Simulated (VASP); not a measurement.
Runs of VASP 6.6.1 on Rh. The structure is that of space group Pm-3m (No. 221), or close to it. The cells are those of the table. 

```csv
task,spin,cell,k mesh,cutoff (eV),gap on the mesh (eV),pressure (GPa),moment (μB)
single point,off,"a = 3.688 Å, 3 atoms",4 × 4 × 4,520,none,-0.3,-
single point,"collinear, ferromagnetic start","a = 3.688 Å, 3 atoms",12 × 12 × 12,520,none,0.1,0.42
single point,off,"a = 3.688 Å, 3 atoms",6 × 6 × 6,520,none,(a),-
single point,off,"a = 4.025 Å, 3 atoms",4 × 4 × 4,520,none,-24.6,-
relaxation of cell and atoms,off,"relaxed from a = 3.688 Å, 3 atoms",6 × 6 × 6,600,none,0.0,-
single point,"collinear, ferromagnetic start","a = 3.688 Å, 3 atoms",6 × 6 × 6,520,none,(b),1.03
relaxation of cell and atoms,off,"relaxed from a = 4.025 Å, 3 atoms",4 × 4 × 4,600,none,0.0,-
```

Alike in all rows: level PBE; potentials or basis VASP PAW PBE potentials, release 64 (Rh_pv); smearing gaussian 0.1 eV.

Estimate the missing entries.

(a) 0.2; (b) 0.4.

Caveats: some runs use coarse meshes; the relaxation stopped at its first step, so nothing moved (some runs).

A k mesh can miss the band edges, and the runs leave out spin-orbit coupling on Rh.

A gap of «none» marks levels without a gap at the run's occupations.
